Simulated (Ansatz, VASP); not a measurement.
**ScSbTe4: VASP beside Ansatz**

The input INCAR:

```
SYSTEM = ScSbTe4
PREC     = Accurate       ! precision mode
ENCUT    = 520            ! plane-wave cutoff, eV
EDIFF    = 1E-6           ! SCF threshold, eV
ISMEAR   = 0              ! smearing method
SIGMA    = 0.1            ! smearing width, eV
LREAL    = .FALSE.        ! projectors in reciprocal space
LASPH    = .TRUE.         ! aspherical terms in the spheres
NELM     = 100            ! most SCF steps
ALGO     = Normal         ! electronic algorithm
ISIF     = 2              ! what is computed and relaxed
LWAVE    = .FALSE.        ! write WAVECAR
LCHARG   = .FALSE.        ! write CHGCAR
GGA      = PE             ! functional
NBANDS   = 29             ! bands
```

The input KPOINTS:

```
regular mesh
0
G
  4 4 4
  0 0 0
```

The input POSCAR:

```
ScSbTe4
1.0
    0.0000000000      4.4130534200      4.4130534200
    4.4130534200      0.0000000000      4.4130534200
    4.4130534200      4.4130534200      0.0000000000
Sc Sb Te
1 1 4
Direct
    0.0000000000      0.0000000000      0.0000000000
    0.2500000000      0.2500000000      0.2500000000
    0.6244397500      0.1266807500      0.6244397500
    0.6244397500      0.6244397500      0.1266807500
    0.6244397500      0.6244397500      0.6244397500
    0.1266807500      0.6244397500      0.6244397500
```

Input for Ansatz:

```yaml
crystal:
  lattice:
    - [0.0, 4.41305342, 4.41305342]
    - [4.41305342, 0.0, 4.41305342]
    - [4.41305342, 4.41305342, 0.0]
  atoms:
    - { symbol: Sc, position: [0.0, 0.0, 0.0] }
    - { symbol: Sb, position: [0.25, 0.25, 0.25] }
    - { symbol: Te, position: [0.62443975, 0.12668075, 0.62443975] }
    - { symbol: Te, position: [0.62443975, 0.62443975, 0.12668075] }
    - { symbol: Te, position: [0.62443975, 0.62443975, 0.62443975] }
    - { symbol: Te, position: [0.12668075, 0.62443975, 0.62443975] }
basis:
  ecutwfc: 420
kpoints:
  mp_grid: { grid: [4, 4, 4] }
hamiltonian:
  xc: pbe
scf:
  occupations: { method: gaussian, width: 0.1 }
  lower_state_search: "off"
output:
  forces: true
  stress: true
  eigenvalues: true
```

Change from the starting cell: species swapped into the CeInPt4 type (F-43m, No. 216).

Alike in both runs: task single point; functional PBE; k mesh 4 × 4 × 4; occupations gaussian, width 0.1 eV; no spin polarisation.

```csv
,VASP,Ansatz
version,VASP 6.6.1,Ansatz 0.2.0
potentials or method,"VASP PAW PBE potentials, release 64 (Sc_sv, Sb, Te), cutoff 520 eV","scalar-relativistic, plane waves, PAW"
valence electrons in the cell,40,90
```

Ansatz gave:

- gap on the k mesh at the Fermi level (eV): none
- pressure (GPa): 2.1
- rms of the force components (eV/Å): 0.119

Estimate VASP's values.

gap on the k mesh at the Fermi level (eV): none; pressure (GPa): 2.1; rms of the force components (eV/Å): 0.120.

Atom by atom the forces differ by 0.000 eV/Å (rms over components). A gap of «none» marks a metal or a gap that the smearing closes. With one functional, cell and mesh, what is left measures potentials, basis and numerics. VASP's potentials hold 40 valence electrons a cell and Ansatz's 90, so a difference there can come from the potentials and not from the codes.

Spin-orbit coupling is off throughout.
